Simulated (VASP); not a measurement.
A run of VASP 6.6.1 is set up as follows.

File INCAR:

```
SYSTEM = C
PREC = Accurate
ENCUT = 520
EDIFF = 1E-7
ISMEAR = 0
SIGMA = 0.05
LREAL = .False.
LASPH = .True.
NELM = 60
ALGO = Normal
ISIF = 2
LWAVE = .False.
LCHARG = .False.
GGA = PE
NBANDS = 11
```

The input KPOINTS:

```
Automatic mesh
0
Gamma
  12 12 12
  0 0 0
```

POSCAR

```
C
1.0
    0.0000000000      1.8725700000      1.7834000000
    1.8725700000      0.0000000000      1.7834000000
    1.8725700000      1.8725700000      0.0000000000
C
2
Direct
    0.5000000000      0.5000000000      0.5000000000
    0.7500000000      0.7500000000      0.7500000000
```

Potentials or basis: VASP PAW PBE potentials, release 64 (C).

Launch:

```sh
$ cat potpaw_PBE.64/C/POTCAR > POTCAR
$ mpirun -np 1 vasp_std > vasp.out
```

Estimate the band gap on the k mesh.

2.80 eV, indirect (least direct gap 4.53 eV).

Predict the pressure.

-33.6 GPa.

Stress tensor (GPa, compression positive):
```
-46.46   0.00   0.00
  0.00 -46.46   0.00
  0.00   0.00  -7.78
```

Caveat: the cell differs from its parent crystal (strain +0.0500 x Voigt [1, 1, 0, 0, 0, 0]). A k mesh can miss the band edges.
